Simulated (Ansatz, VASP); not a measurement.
## Li3SF in VASP and in Ansatz

File INCAR:

```
PREC     = Accurate       # precision mode
ENCUT    = 600            # plane-wave cutoff, eV
EDIFF    = 1E-6           # SCF threshold, eV
ISMEAR   = 0              # smearing method
SIGMA    = 0.02           # smearing width, eV
LREAL    = F              # projectors in reciprocal space
LASPH    = T              # aspherical terms in the spheres
NELM     = 100            # most SCF steps
ALGO     = Normal         # electronic algorithm
ISIF     = 3              # what is computed and relaxed
LWAVE    = F              # write WAVECAR
LCHARG   = F              # write CHGCAR
GGA      = PE             # functional
IBRION   = 2              # ionic algorithm
NSW      = 100            # ionic steps
EDIFFG   = -0.01          # ionic threshold
```

KPOINTS

```
Automatic mesh
0
Gamma
  6 6 6
```

File POSCAR:

```
Li3SF
1.0
    5.6034000000      0.0000000000      0.0000000000
   -2.8017000000      4.8526867500      0.0000000000
    0.0000000000      0.0000000000      4.7068560000
Li S F
6 2 2
Direct
    0.8333333300      0.6666666700      0.7500000000
    0.3333333300      0.1666666700      0.7500000000
    0.8333333300      0.1666666700      0.7500000000
    0.1666666700      0.3333333300      0.2500000000
    0.6666666700      0.8333333300      0.2500000000
    0.1666666700      0.8333333300      0.2500000000
    0.3333333300      0.6666666700      0.7500000000
    0.6666666700      0.3333333300      0.2500000000
    0.0000000000      0.0000000000      0.0000000000
    0.0000000000      0.0000000000      0.5000000000
```

Input for Ansatz:

```yaml
crystal:
  lattice:
    - [5.6034, 0.0, 0.0]
    - [-2.8017, 4.85268675, 0.0]
    - [0.0, 0.0, 4.706856]
  atoms:
    - { symbol: Li, position: [0.83333333, 0.66666667, 0.75] }
    - { symbol: Li, position: [0.33333333, 0.16666667, 0.75] }
    - { symbol: Li, position: [0.83333333, 0.16666667, 0.75] }
    - { symbol: Li, position: [0.16666667, 0.33333333, 0.25] }
    - { symbol: Li, position: [0.66666667, 0.83333333, 0.25] }
    - { symbol: Li, position: [0.16666667, 0.83333333, 0.25] }
    - { symbol: S, position: [0.33333333, 0.66666667, 0.75] }
    - { symbol: S, position: [0.66666667, 0.33333333, 0.25] }
    - { symbol: F, position: [0.0, 0.0, 0.0] }
    - { symbol: F, position: [0.0, 0.0, 0.5] }
basis:
  ecutwfc: 420
kpoints:
  mp_grid: { grid: [6, 6, 6] }
hamiltonian:
  xc: pbe
scf:
  occupations: { method: gaussian, width: 0.02 }
output:
  forces: true
  stress: true
  eigenvalues: true
relax:
  adjacent_minimum: "off"
  f_tol: 0.01
  max_steps: 80
  cell: { stress_tol: 0.05 }
```

Alike in both runs: task relaxation of cell and atoms; functional PBE; k mesh 6 × 6 × 6; occupations gaussian, width 0.02 eV; no spin polarisation.

```csv
,VASP,Ansatz
version,VASP 6.6.1,Ansatz 0.2.0
potentials or method,"VASP PAW PBE potentials, release 64 (Li_sv, S, F), cutoff 600 eV","scalar-relativistic, plane waves, PAW"
valence electrons in the cell,44,44
```

VASP gave:

* gap on the k mesh at the Fermi level, each at its own relaxed structure (eV): 3.62
* relaxed volume (Å³/atom): 11.98
* relaxed length of the cell vector where the two differ most in proportion (Å): 5.402

Task: Which values does Ansatz return?

Result: gap on the k mesh at the Fermi level, each at its own relaxed structure (eV): 3.57; relaxed volume (Å³/atom): 12.07; relaxed length of the cell vector where the two differ most in proportion (Å): 5.417.

Noted on VASP's run: the cutoff is under 1.25 times that of the potentials, so the pressure is a little rough.
